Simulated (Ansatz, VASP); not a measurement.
# One calculation of Cu3Pt, two programs

```xyz
4
Lattice="3.7100 0.0000 0.0000 0.0000 3.7100 0.0000 0.0000 0.0000 3.7842" Properties=species:S:1:pos:R:3 pbc="T T T"
Cu    0.0000    1.8550    1.8921
Cu    1.8550    0.0000    1.8921
Cu    1.8550    1.8550    0.0000
Pt    0.0000    0.0000    0.0000
```

Change from the starting cell: zz strain of +2 %, crystal datasets.

Alike in both runs: task electric field gradients; functional LDA; k mesh 9 × 9 × 9; occupations fermi-dirac, width 0.05 eV; no spin polarisation.

|  | VASP | Ansatz |
| --- | --- | --- |
| version | VASP 6.6.1 | Ansatz 0.2.0 |
| potentials or method | VASP PAW LDA potentials, release 64 (Cu, Pt), cutoff 520 eV | all-electron PAW with datasets made for the crystal, scalar-relativistic |

|  | VASP | Ansatz | Ansatz less VASP |
| --- | --- | --- | --- |
| pressure (GPa) | -14.2 | -15.0 | -0.76 |
| traceless stress, the component that is largest in VASP (GPa) | -0.81 | -0.81 | +0.004 |
| size of Vzz on the site where it differs most (V/Å²) | 28.2 | 25.0 | -3.27 |

LDA's correlation is that of Perdew and Zunger in VASP and of Perdew and Wang (1992) in Ansatz. Ansatz ran all-electron here, and VASP with PAW potentials.

Neither program's run includes spin-orbit coupling.
